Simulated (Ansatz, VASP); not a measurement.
**Two plane-wave programs on Ti5Si**

File INCAR:

```
SYSTEM = Ti5Si
ALGO = Fast ; EDIFF = 1E-7
ENCUT = 520 ; GGA = PS
ISIF = 2 ; ISMEAR = 0
LASPH = .True. ; LCHARG = .False.
LREAL = .False. ; LWAVE = .False.
NBANDS = 41 ; NELM = 80
PREC = Accurate ; SIGMA = 0.1
```

File KPOINTS:

```
k-points
0
Gamma
  8 8 8
  0 0 0
```

POSCAR

```
Ti5Si
1.0
    2.5881446878      1.4632273258      4.4483080099
   -2.5230840997      1.4504458811      4.4155398125
    0.0214612383     -2.8797452988      4.4207959760
Ti Si
5 1
Direct
    0.1536244382      0.1798274727      0.1474436636
    0.6026145207      0.3887407449      0.0293315758
   -0.0331386840      0.6294481188      0.4008227114
    0.8265757420      0.8522278747      0.8467902262
    0.4015611026     -0.0222253565      0.6210530498
    0.5150708304      0.4990478380      0.4830431954
```

Input for Ansatz:

```yaml
crystal:
  lattice:
    - [2.5881446878, 1.4632273258, 4.4483080099]
    - [-2.5230840997, 1.4504458811, 4.4155398125]
    - [0.0214612383, -2.8797452988, 4.420795976]
  atoms:
    - { symbol: Ti, position: [0.1536244382, 0.1798274727, 0.1474436636] }
    - { symbol: Ti, position: [0.6026145207, 0.3887407449, 0.0293315758] }
    - { symbol: Ti, position: [-0.033138684, 0.6294481188, 0.4008227114] }
    - { symbol: Ti, position: [0.826575742, 0.8522278747, 0.8467902262] }
    - { symbol: Ti, position: [0.4015611026, -0.0222253565, 0.6210530498] }
    - { symbol: Si, position: [0.5150708304, 0.499047838, 0.4830431954] }
basis:
  ecutwfc: 420
kpoints:
  mp_grid: { grid: [8, 8, 8] }
hamiltonian:
  xc: pbesol
scf:
  occupations: { method: gaussian, width: 0.1 }
output:
  forces: true
  stress: true
  eigenvalues: true
```

Change from the starting cell: all atoms moved at random (sigma 0.07 Å), cell strained at random (1 %).

Alike in both runs: task single point; functional PBEsol; k mesh 8 × 8 × 8; occupations gaussian, width 0.1 eV; no spin polarisation.

|  | VASP | Ansatz |
| --- | --- | --- |
| version | VASP 6.6.1 | Ansatz 0.2.0 |
| potentials or method | VASP PAW PBE potentials, release 64 (Ti_sv, Si), cutoff 520 eV | scalar-relativistic, plane waves, PAW |
| valence electrons in the cell | 64 | 64 |

|  | VASP | Ansatz | Ansatz less VASP |
| --- | --- | --- | --- |
| gap on the k mesh at the Fermi level (eV) | none | none | - |
| pressure (GPa) | -2.9 | -2.9 | +0.08 |
| traceless stress, the component that is largest in VASP (GPa) | 2.22 | 2.22 | +0.005 |
| rms of the force components (eV/Å) | 0.736 | 0.736 | +0.0003 |

VASP's potentials were made for PBE, not for PBEsol. Atom by atom the forces differ by 0.002 eV/Å (rms over components). A gap of «none» marks a metal or a gap that the smearing closes.
